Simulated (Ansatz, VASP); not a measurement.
Os: VASP beside Ansatz

```
Os
1.0
     2.75279    0.00000    0.00000
    -1.37640    2.38399    0.00000
     0.00000    0.00000    4.35097
Os
2
Cartesian
  0.0000 1.5893 1.0877
  1.3764 0.7947 3.2632
```

Alike in both runs: functional PBE; k mesh 18 × 18 × 10; occupations gaussian, width 0.1 eV; no spin polarisation.

Ansatz relaxed the structure, and its values are those at the end. VASP's run is a single point on that final structure, the one shown.

|  | VASP | Ansatz |
| --- | --- | --- |
| version | VASP 6.6.1 | Ansatz 0.2.0 |
| potentials or method | VASP PAW PBE potentials, release 64 (Os), cutoff 520 eV | scalar-relativistic, plane waves, PAW |
| valence electrons in the cell | 16 | 32 |

Ansatz gave:

| Quantity | Value |
| --- | --- |
| gap on the k mesh at the Fermi level (eV) | none |
| pressure (GPa) | 0.0 |

Problem. Which values does VASP return?

Solution. gap on the k mesh at the Fermi level (eV): none; pressure (GPa): -0.2.

A gap of «none» marks a metal or a gap that the smearing closes. VASP's potentials hold 16 valence electrons a cell and Ansatz's 32, so a difference there can come from the potentials and not from the codes.

Spin-orbit coupling is off throughout.
